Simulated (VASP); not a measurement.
# NbRe2 (P6/mmm) in VASP: notebook, part 2 of 2

VASP 6.6.1.

## (4) Relaxation of cell and atoms, PBE

Contents of INCAR:

```
ALGO     = Fast           # electronic algorithm
EDIFF    = 1E-7           # SCF threshold, eV
EDIFFG   = -0.01          # ionic threshold
ENCUT    = 600            # plane-wave cutoff, eV
GGA      = PE             # functional
IBRION   = 2              # ionic algorithm
ISIF     = 3              # what is computed and relaxed
ISMEAR   = 0              # smearing method
LASPH    = True           # aspherical terms in the spheres
LCHARG   = False          # write CHGCAR
LREAL    = False          # projectors in reciprocal space
LWAVE    = False          # write WAVECAR
NELM     = 60             # most SCF steps
NSW      = 100            # ionic steps
PREC     = Accurate       # precision mode
SIGMA    = 0.1            # smearing width, eV
```

Contents of KPOINTS:

```
k-points
0
Gamma
  12 12 18
```

Contents of POSCAR:

```
NbRe2
1.0
    4.6480540603      0.0000000000      0.0000000000
   -2.3240270301      4.0253328944      0.0000000000
    0.0000000000      0.0000000000      2.6057475407
Nb Re
1 2
Direct
    0.0000000000      0.0000000000      0.0000000000
    0.3333333333      0.6666666667      0.5000000000
    0.6666666667      0.3333333333      0.5000000000
```

Potentials or basis: VASP PAW PBE potentials, release 64 (Nb_sv, Re).

Started as:

```sh
$ cat potpaw_PBE.64/Nb_sv/POTCAR potpaw_PBE.64/Re/POTCAR > POTCAR
$ mpirun -np 1 vasp_std > vasp.out
```

OUTCAR:

```text
EDIFF = 1E-7
   EDIFFG = -0.01
   ENCUT = 600
   GGA = PE
   IBRION = 2
   ISIF = 3
   ISMEAR = 0
   LASPH = True
   LREAL = False
   NELM = 60
   NSW = 100
   PREC = Accurate

 ion  position               nearest neighbor table
   1  0.000  0.000  0.000-   2 2.98   3 2.98   2 2.98   3 2.98   2 2.98   2 2.98   3 2.98   3 2.98
                             3 2.98   3 2.98   2 2.98   2 2.98
   2  0.333  0.667  0.500-   3 2.68   3 2.68   3 2.68   1 2.98   1 2.98   1 2.98   1 2.98   1 2.98
                             1 2.98
   3  0.667  0.333  0.500-   2 2.68   2 2.68   2 2.68   1 2.98   1 2.98   1 2.98   1 2.98   1 2.98
                             1 2.98

  LATTYP: Found a hexagonal cell.
 ALAT       =     4.6480540603
 C/A-ratio  =     0.5606104204

  Lattice vectors:

 A1 = (   4.6480540603,   0.0000000000,   0.0000000000)
 A2 = (  -2.3240270301,   4.0253328944,   0.0000000000)
 A3 = (   0.0000000000,   0.0000000000,   2.6057475407)

Analysis of symmetry for initial positions (statically):
=====================================================================
 Subroutine PRICEL returns:
 Original cell was already a primitive cell.

 Routine SETGRP: Setting up the symmetry group for a
 hexagonal supercell.

 Subroutine GETGRP returns: Found 24 space group operations
 (whereof 24 operations were pure point group operations)
 out of a pool of 24 trial point group operations.

The static configuration has the point symmetry D_6h.

Analysis of symmetry for dynamics (positions and initial velocities):
=====================================================================
 Subroutine PRICEL returns:
 Original cell was already a primitive cell.

 Routine SETGRP: Setting up the symmetry group for a
 hexagonal supercell.

 Subroutine GETGRP returns: Found 24 space group operations
 (whereof 24 operations were pure point group operations)
 out of a pool of 24 trial point group operations.

The dynamic configuration has the point symmetry D_6h.

 Subroutine INISYM returns: Found 24 space group operations
 (whereof 24 operations are pure point group operations),
 and found     1 'primitive' translations

----------------------------------------------------------------------------------------

                                     Primitive cell

  volume of cell :      48.7534

  direct lattice vectors                    reciprocal lattice vectors
     4.648054060  0.000000000  0.000000000     0.215143797  0.124213329  0.000000000
    -2.324027030  4.025332894  0.000000000     0.000000000  0.248426658  0.000000000
     0.000000000  0.000000000  2.605747541     0.000000000  0.000000000  0.383767032

  length of vectors
     4.648054060  4.648054060  2.605747541     0.248426658  0.248426658  0.383767032

  position of ions in fractional coordinates (direct lattice)
     0.000000000  0.000000000  0.000000000
     0.333333333  0.666666667  0.500000000
     0.666666667  0.333333333  0.500000000

  ion indices of the primitive-cell ions
   primitive index   ion index
                 1           1
                 2           2
                 3           3

[... 53 lines left out ...]
   k-points           NKPTS =    190   k-points in BZ     NKDIM =    190   number of bands    NBANDS=     17
   number of dos      NEDOS =    301   number of ions     NIONS =      3
   total plane-waves  NPLWV =  38400
   dimension x,y,z NGX =    40 NGY =   40 NGZ =   24
   dimension x,y,z NGXF=    80 NGYF=   80 NGZF=   48
   ions per type =               1   2
   NGX,Y,Z   is equivalent  to a cutoff of  14.31, 14.31, 15.31 a.u.
   NGXF,Y,Z  is equivalent  to a cutoff of  28.61, 28.61, 30.62 a.u.
 SYSTEM =  unknown system
   PREC   = accura    normal or accurate (medium, high low for compatibility)
   ISTART =      0    job   : 0-new  1-cont  2-samecut
   ICHARG =      2    charge: 1-file 2-atom 10-const
   ISPIN  =      1    spin polarized calculation?
   LNONCOLLINEAR =      F non collinear calculations
   LSORBIT =      F    spin-orbit coupling
   LASPH  =      T    aspherical Exc in radial PAW
   ENCUT  =  600.0 eV  44.10 Ry    6.64 a.u.   9.28  9.28  5.20*2*pi/ulx,y,z
   NELM   =     60;   NELMIN=  2; NELMDL= -5     # of ELM steps
   EDIFF  = 0.1E-06   stopping-criterion for ELM
   LREAL  =      F    real-space projection
   EDIFFG = -.1E-01   stopping-criterion for IOM
   NSW    =    100    number of steps for IOM
   IBRION =      2    ionic relax: 0-MD 1-quasi-New 2-CG
   NFREE  =      1    steps in history (QN), initial steepest desc. (CG)
   ISIF   =      3    stress and relaxation
   ISYM   =      2    0-nonsym 1-usesym 2-fastsym
   POTIM  = 0.5000    time-step for ionic-motion
   TEBEG  =    0.0;   TEEND  =   0.0 temperature during run
   PSTRESS=    0.0 pullay stress
   NELECT =      27.0000    total number of electrons
   NUPDOWN=      -1.0000    fix difference up-down
   EMIN   =  10.00;   EMAX   =-10.00  energy-range for DOS
   EFERMI =   0.00;   METHOD = LEGACY
   ISMEAR =     0;   SIGMA  =   0.10  broadening in eV -4-tet -1-fermi 0-gaus
   EFERMI_NEDOS =   21; number of points for ismear=-14 and -15
   IALGO  =     68    algorithm
   IMIX   =      4    mixing-type and parameters
     AMIX     =   0.40;   BMIX     =  1.00
     AMIX_MAG =   1.60;   BMIX_MAG =  1.00
  volume/ion in A,a.u.               =      16.25       109.67
  Fermi-wavevector in a.u.,A,eV,Ry     =   1.344397  2.540543 24.591228  1.807404
  Thomas-Fermi vector in A             =   2.472394
   LORBIT       =      0    0 simple, 1 ext, 2 COOP (PROOUT), +10 PAW based schemes
   GGA     = PE    functional components
   LHFCALC =     F    Hartree Fock is set to
   AEXX    =    0.0000 exact exchange contribution
   IVDW    =     0    specifies the selected vdW correction
   LEPSILON=     F    determine dielectric tensor
   LRPA    =     F    only Hartree local field effects (RPA)
 conjugate gradient relaxation of ions
 non-spin polarized calculation
 RMM-DIIS sequential band-by-band and
 Gauss-broadening in eV      SIGMA  =   0.10
  energy-cutoff  :      600.00
  volume of cell :       48.75
 maximum number of plane-waves:      1654
 NGX is ok and might be reduce to    40
   NGX = 19   NGY = 19   NGZ = 11

--------------------------------------- Ionic step        1  -------------------------------------------

 number of electron      27.0000000 magnetization

 Free energy of the ion-electron system (eV)
  ---------------------------------------------------
  ext. energy  EPLUGINS =         0.00000000
  ---------------------------------------------------
  free energy    TOTEN  =       -34.56579033 eV

  energy without entropy =      -34.55128667  energy(sigma->0) =      -34.55853850

------------------------ aborting loop EDIFF was not reached (unconverged)  ----------------------------

  FORCE on cell =-STRESS in cart. coord.  units (eV):
  Direction    XX          YY          ZZ          XY          YZ          ZX
  --------------------------------------------------------------------------------------
  -------------------------------------------------------------------------------------
  Total       -0.3112629     -0.3112629     -0.0812390     -0.0000000      0.0000000     -0.0000000
  in kB      -10.2289866    -10.2289866     -2.6697464     -0.0000000      0.0000000     -0.0000000
  external PRESSURE =      -7.7092399 kB  Pullay stress =       0.0000000 kB
[... 246 lines left out ...]
--------------------------------------- Ionic step        8  -------------------------------------------

 number of electron      27.0000000 magnetization

 Free energy of the ion-electron system (eV)
  ---------------------------------------------------
  ext. energy  EPLUGINS =         0.00000000
  ---------------------------------------------------
  free energy    TOTEN  =       -34.56641692 eV

  energy without entropy =      -34.55180745  energy(sigma->0) =      -34.55911218

 E-fermi :   9.1663     XC(G=0): -13.1288

 val. band max:        9.1653111822   @ k =   0.3333   0.2500   0.3333
 cond. band min:       9.1690475949   @ k =   0.3333   0.0833   0.3889
 fundamental gap:      0.0037364127
 Fermi energy:         9.1663124793

 k-point     1 :       0.0000    0.0000    0.0000
  band No.  band energies     occupation
      1     -45.6845      2.00000
      2     -21.7747      2.00000
      3     -21.7747      2.00000
      4     -20.7060      2.00000
      5       0.3917      2.00000
      6       4.0372      2.00000
[... 457 lines left out ...]
      4     -20.7710      2.00000
      5       1.8272      2.00000
      6       3.7081      2.00000
[... 9 lines left out ...]
     16       9.9299      0.00000
     17      11.3469      0.00000

 [... further k-points ...]

------------------------ aborting loop because EDIFF is reached ----------------------------------------

  FORCE on cell =-STRESS in cart. coord.  units (eV):
  Direction    XX          YY          ZZ          XY          YZ          ZX
  --------------------------------------------------------------------------------------
  -------------------------------------------------------------------------------------
  Total       -0.0030710     -0.0030710      0.0021880     -0.0000000     -0.0000000      0.0000000
  in kB       -0.1011740     -0.1011740      0.0720861     -0.0000000     -0.0000000      0.0000000
  external PRESSURE =      -0.0434206 kB  Pullay stress =       0.0000000 kB
[... 18 lines left out ...]
  FREE ENERGIE OF THE ION-ELECTRON SYSTEM (eV)
  ---------------------------------------------------
  free  energy   TOTEN  =       -34.5664169155 eV

  energy  without entropy=      -34.5518074480  energy(sigma->0) =      -34.55911218

 reached required accuracy - stopping structural energy minimisation
```

It took 72 min on 1 thread of Oxide Virtual Turin-like, shared host; peak memory 0.36 GiB.

Results:

* Free energy: -34.5664 eV
* Relaxed volume: 16.21 Å³/atom
* Relaxed cell: a = 4.640 Å, b = 4.640 Å, c = 2.608 Å, α = 90.00°, β = 90.00°, γ = 120.00°
* Space group after relaxing (to 0.1 Å): P6/mmm (No. 191)
* Energy gained by relaxing: 0.2 meV/atom
* Ionic steps: 8
* Pressure after relaxing: 0.0 GPa
* Band gap on the k mesh: zero (an odd number of electrons rules out a gap without spin polarisation)

The path:
| step | energy change (eV) | largest force (eV/Å) | pressure (GPa) | volume (Å³) |
| --- | --- | --- | --- | --- |
| 1 | 0.0000 | 0.0000 | -0.77 | 48.75 |
| 2 | 0.0027 | 0.0000 | 2.47 | 48.20 |
| 3 | -0.0005 | 0.0000 | 0.16 | 48.60 |
| 4 | -0.0005 | 0.0000 | 0.14 | 48.61 |
| 5 | -0.0005 | 0.0000 | -0.15 | 48.66 |
| 6 | -0.0005 | 0.0000 | 0.11 | 48.62 |
| 7 | -0.0006 | 0.0000 | -0.05 | 48.64 |
| 8 | -0.0006 | 0.0000 | 0.00 | 48.63 |

Final structure:
```yaml
crystal:
  lattice:
    - [4.64024, 0.00000, 0.00000]
    - [-2.32012, 4.01856, 0.00000]
    - [0.00000, 0.00000, 2.60799]
  atoms:
    - { symbol: Nb, position: [0.00000, 0.00000, 0.00000] }
    - { symbol: Re, position: [0.33333, 0.66667, 0.50000] }
    - { symbol: Re, position: [0.66667, 0.33333, 0.50000] }
```

Caveat: spin-orbit coupling is left out, which moves the levels of the heavy elements.

## (5) The runs side by side

| task | cell | k mesh | cutoff (eV) | gap on the mesh (eV) | pressure (GPa) | relaxed volume (Å³/atom) |
| --- | --- | --- | --- | --- | --- | --- |
| single point | a = 4.648, b = 4.648, c = 2.606 Å, angles 90.0, 90.0, 120.0°, 3 atoms | 6 × 6 × 6 | 520 | none | -0.7 | - |
| relaxation of cell and atoms | relaxed from a = 4.077, b = 4.077, c = 2.867 Å, angles 90.0, 90.0, 120.0°, 3 atoms | 6 × 6 × 6 | 600 | none | -0.1 | 16.22 |
| relaxation of cell and atoms | relaxed from a = 4.648, b = 4.648, c = 2.606 Å, angles 90.0, 90.0, 120.0°, 3 atoms | 12 × 12 × 18 | 600 | none | 0.0 | 16.21 |

Alike in all rows: level PBE; potentials or basis VASP PAW PBE potentials, release 64 (Nb_sv, Re); no spin polarisation; smearing gaussian 0.1 eV.

Caveats: some runs use coarse meshes; spin-orbit coupling is left out, which moves the levels of the heavy elements; the volume moved by over 15 % at a fixed basis, so the end points are rough (at least some runs).

Absolute energies hang on the potentials; compare differences alone.

The gap in the log of VASP goes by the Fermi energy; the results here count the filled bands.